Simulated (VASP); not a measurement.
Here is a VASP 6.6.1 calculation.

File INCAR:

```
SYSTEM = Ir
PREC     = Accurate       ! precision mode
ENCUT    = 520            ! plane-wave cutoff, eV
EDIFF    = 1E-7           ! SCF threshold, eV
ISMEAR   = -1             ! smearing method
SIGMA    = 0.2            ! smearing width, eV
LREAL    = .FALSE.        ! projectors in reciprocal space
LASPH    = .TRUE.         ! aspherical terms in the spheres
NELM     = 80             ! most SCF steps
ALGO     = Normal         ! electronic algorithm
ISIF     = 2              ! what is computed and relaxed
LWAVE    = .FALSE.        ! write WAVECAR
LCHARG   = .FALSE.        ! write CHGCAR
GGA      = CA             ! functional
NBANDS   = 10             ! bands
```

Contents of KPOINTS:

```
regular mesh
0
G
  15 15 15
  0 0 0
```

File POSCAR:

```
Ir
1.0
    0.0000000000      1.9282864624      1.9282864624
    1.9282864624      0.0000000000      1.9282864624
    1.9282864624      1.9282864624      0.0000000000
Ir
1
Direct
    0.0000000000      0.0000000000      0.0000000000
```

Potentials or basis: VASP PAW LDA potentials, release 64 (Ir).

Run with:

```console
$ cat potpaw_LDA.64/Ir/POTCAR > POTCAR
$ mpirun -np 1 vasp_std > vasp.out
```

Task: Predict the pressure.

Result: -9.9 GPa.
